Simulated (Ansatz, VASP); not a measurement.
**One calculation of Mg2Si3N, two programs**

The input INCAR:

```
SYSTEM = Mg2Si3N
PREC = Accurate
ENCUT = 520
EDIFF = 1E-6
ISMEAR = 0
SIGMA = 0.1
LREAL = .False.
LASPH = .True.
NELM = 60
ALGO = Normal
ISIF = 2
LWAVE = .False.
LCHARG = .False.
GGA = PE
NBANDS = 20
```

File KPOINTS:

```
regular mesh
0
Gamma
  6 6 4
  0 0 0
```

The input POSCAR:

```
Mg2Si3N
1.0
    3.7127786100      0.0000000000      0.0000000000
   -1.8563893100      3.2153606000      0.0000000000
    0.0000000000      0.0000000000      7.3291148600
Mg Si N
2 3 1
Direct
    0.3333333300      0.6666666700      0.7520078400
    0.3333333300      0.6666666700      0.2479921600
    0.6666666700      0.3333333300      0.0000000000
    0.0000000000      0.0000000000      0.5000000000
    0.0000000000      0.0000000000      0.0000000000
    0.6666666700      0.3333333300      0.5000000000
```

Input for Ansatz:

```yaml
crystal:
  lattice:
    - [3.71277861, 0.0, 0.0]
    - [-1.85638931, 3.2153606, 0.0]
    - [0.0, 0.0, 7.32911486]
  atoms:
    - { symbol: Mg, position: [0.33333333, 0.66666667, 0.75200784] }
    - { symbol: Mg, position: [0.33333333, 0.66666667, 0.24799216] }
    - { symbol: Si, position: [0.66666667, 0.33333333, 0.0] }
    - { symbol: Si, position: [0.0, 0.0, 0.5] }
    - { symbol: Si, position: [0.0, 0.0, 0.0] }
    - { symbol: "N", position: [0.66666667, 0.33333333, 0.5] }
basis:
  ecutwfc: 420
kpoints:
  mp_grid: { grid: [6, 6, 4] }
hamiltonian:
  xc: pbe
scf:
  occupations: { method: gaussian, width: 0.1 }
  lower_state_search: "off"
output:
  forces: true
  stress: true
  eigenvalues: true
```

Change from the starting cell: species swapped into the Ce2CuSi3 type (P-6m2, No. 187).

Alike in both runs: task single point; functional PBE; k mesh 6 × 6 × 4; occupations gaussian, width 0.1 eV; no spin polarisation.

```csv
,VASP,Ansatz
version,VASP 6.6.1,Ansatz 0.2.0
potentials or method,"VASP PAW PBE potentials, release 64 (Mg, Si, N), cutoff 520 eV","scalar-relativistic, plane waves, PAW"
valence electrons in the cell,21,37
```

Ansatz gave:

* gap on the k mesh at the Fermi level (eV): none
* pressure (GPa): 11.1
* traceless stress, the component that is largest in VASP (GPa): -3.50
* rms of the force components (eV/Å): 0.288

Estimate VASP's values.

gap on the k mesh at the Fermi level (eV): none; pressure (GPa): 10.9; traceless stress, the component that is largest in VASP (GPa): -3.49; rms of the force components (eV/Å): 0.287.

Atom by atom the forces differ by 0.001 eV/Å (rms over components). A gap of «none» marks a metal or a gap that the smearing closes. VASP's potentials hold 21 valence electrons a cell and Ansatz's 37, so a difference there can come from the potentials and not from the codes.
